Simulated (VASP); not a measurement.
**B5C2: single point with PBE**

Crystal: B5C2.

```
B C
1.0
     2.61142    1.50771    2.51720
    -2.61142    1.50771    2.51720
     0.00000   -3.01541    2.51720
B C
5 2
Direct
  0.39916 0.39916 0.39916
  0.60084 0.60084 0.60084
  0.00000 0.00000 0.50000
  0.50000 0.00000 0.00000
  0.00000 0.50000 0.00000
  0.18670 0.18670 0.18670
  0.81330 0.81330 0.81330
```

The cell was built from a structure type or drawn by symmetry, and may not be a known phase.

```
Program             : VASP 6.6.1
Task                : single point
Functional          : PBE
Potentials or basis : VASP PAW PBE potentials, release 64 (B, C)
Cutoff              : 600 eV
k mesh              : 4 × 4 × 4
Occupations         : gaussian, width 0.2 eV
Spin                : no spin polarisation
```

The pressure is -0.2 GPa, the largest force is 0.031 eV/Å and the band gap on the k mesh is zero (an odd number of electrons rules out a gap without spin polarisation).

Forces in eV/Å, atoms in the order of the input:
```
B    0.000  0.000  0.031
B    0.000  0.000 -0.031
B    0.000  0.000  0.000
B    0.000  0.000  0.000
B    0.000  0.000  0.000
C    0.000  0.000 -0.008
C    0.000  0.000  0.008
```

Stress tensor (GPa, compression positive):
```
-0.11  0.00  0.00
 0.00 -0.11  0.00
 0.00  0.00 -0.41
```

Levels at points of the mesh, in eV from the Fermi level:
```csv
k point,band 9,band 10,band 11,band 12,band 13,band 14
"(0.00, 0.00, 0.00)",-5.29,-3.56,-3.56,1.95,1.95,3.02
"(0.50, 0.00, 0.00)",-4.59,-2.25,-2.01,-0.24,2.05,2.25
"(0.50, 0.50, 0.00)",-5.72,-1.91,-0.81,0.05,1.89,2.29
"(0.50, 0.50, 0.50)",-3.45,-1.48,-1.48,3.36,3.36,4.47
```

It took 18 s on 1 thread of Intel(R) Xeon(R) Platinum 8488C (Sapphire Rapids), on a shared host, peak memory 0.17 GiB.

Caveat: the k points lie up to 0.40 Å⁻¹ apart, too coarse for converged energies and pressures of a metal.
